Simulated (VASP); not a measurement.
Set up this calculation in VASP 6.6.1, as the native input.

- Task: density of states
- Functional: LDA
- Potentials or basis: VASP PAW LDA potentials, release 64 (Ti_sv, Te)
- Cutoff: 520 eV
- k mesh: 12 × 12 × 12
- Occupations: fermi-dirac, width 0.05 eV
- Spin: no spin polarisation
- Dipole correction: no
- k mesh for the DOS: 18 × 18 × 18
- Occupations for the DOS: tetrahedron
- Further INCAR settings: ALGO = Normal; EDIFF = 1e-07

The system is TiTe (rocksalt type).

```xyz
2
Lattice="0.0000 2.1119 2.1119 2.1119 0.0000 2.1119 2.1119 2.1119 0.0000" Properties=species:S:1:pos:R:3 pbc="T T T"
Ti    0.0000    0.0000    0.0000
Te    2.1119    2.1119    2.1119
```

This cell differs from its parent crystal: volume scaled by 0.45.

These files were run (other wordings do the same):

POSCAR

```
TiTe
1.0
    0.0000000000      2.1119045802      2.1119045802
    2.1119045802      0.0000000000      2.1119045802
    2.1119045802      2.1119045802      0.0000000000
Ti Te
1 1
Direct
    0.0000000000      0.0000000000      0.0000000000
    0.5000000000      0.5000000000      0.5000000000
```

INCAR.step1

```
  PREC = Accurate
  ENCUT = 520
  EDIFF = 1E-7
  ISMEAR = -1
  SIGMA = 0.05
  LREAL = F
  LASPH = T
  NELM = 80
  ALGO = Normal
  ISIF = 2
  LWAVE = F
  LCHARG = T
  LMAXMIX = 4
  NBANDS = 16
```

KPOINTS.step1

```
regular mesh
0
Gamma
  12 12 12
```

INCAR.step2

```
  PREC = Accurate
  ENCUT = 520
  EDIFF = 1E-7
  ISMEAR = -5
  SIGMA = 0.05
  LREAL = F
  LASPH = T
  NELM = 80
  ALGO = Normal
  ISIF = 2
  LWAVE = F
  LCHARG = F
  LMAXMIX = 4
  LORBIT = 10
  NEDOS = 2001
  ICHARG = 11
```

KPOINTS.step2

```
regular mesh
0
Gamma
  18 18 18
```

Potentials or basis: VASP PAW LDA potentials, release 64 (Ti_sv, Te).

Run with:

```bash
$ cat potpaw_LDA.64/Ti_sv/POTCAR potpaw_LDA.64/Te/POTCAR > POTCAR
$ cp INCAR.step1 INCAR
$ cp KPOINTS.step1 KPOINTS
$ mpirun -np 1 vasp_std > vasp.out
$ cp INCAR.step2 INCAR
$ cp KPOINTS.step2 KPOINTS
$ mpirun -np 1 vasp_std > vasp.out
```

Results of the run:

```json
{"Valence electrons inside the program's atomic spheres": "Ti 12.63; Te 4.61"}
```

Caveat: spin-orbit coupling is left out, which moves the levels of the heavy elements.

Wall time 32 s on 1 thread of Intel(R) Xeon(R) Platinum 8488C (Sapphire Rapids) (shared host), peak memory 0.17 GiB.
